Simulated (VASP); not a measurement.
A run of VASP 6.6.1:

The input INCAR:

```
SYSTEM = Ti
PREC = Accurate
ENCUT = 600
EDIFF = 1E-6
ISMEAR = -1
SIGMA = 0.05
LREAL = .False.
LASPH = .True.
NELM = 100
ALGO = Normal
ISIF = 3
LWAVE = .False.
LCHARG = .False.
GGA = PE
IBRION = 2
NSW = 60
EDIFFG = -0.005
PSTRESS = 3500.0
```

KPOINTS

```
Automatic mesh
0
Gamma
  20 20 11
  0 0 0
```

POSCAR

```
Ti
1.0
    2.1800357948      0.0000000000      0.0000000000
   -1.0900178974      1.8879663795      0.0000000000
    0.0000000000      0.0000000000      3.5316579876
Ti
2
Direct
    0.3333333333      0.6666666667      0.2500000000
    0.6666666667      0.3333333333      0.7500000000
```

Potentials or basis: VASP PAW PBE potentials, release 64 (Ti_sv).

Launch:

```bash
$ cat potpaw_PBE.64/Ti_sv/POTCAR > POTCAR
$ mpirun -np 1 vasp_std > vasp.out
```

Hardware: 1 thread of Intel Xeon 6975P-C (shared host).

Task: Estimate the wall time of this run.

Result: Run time: 7.7 min on 1 thread of Intel Xeon 6975P-C, with other jobs on the host, peak memory 0.2 GiB. Counts: scf iterations 117, k points 264, ion steps 13.
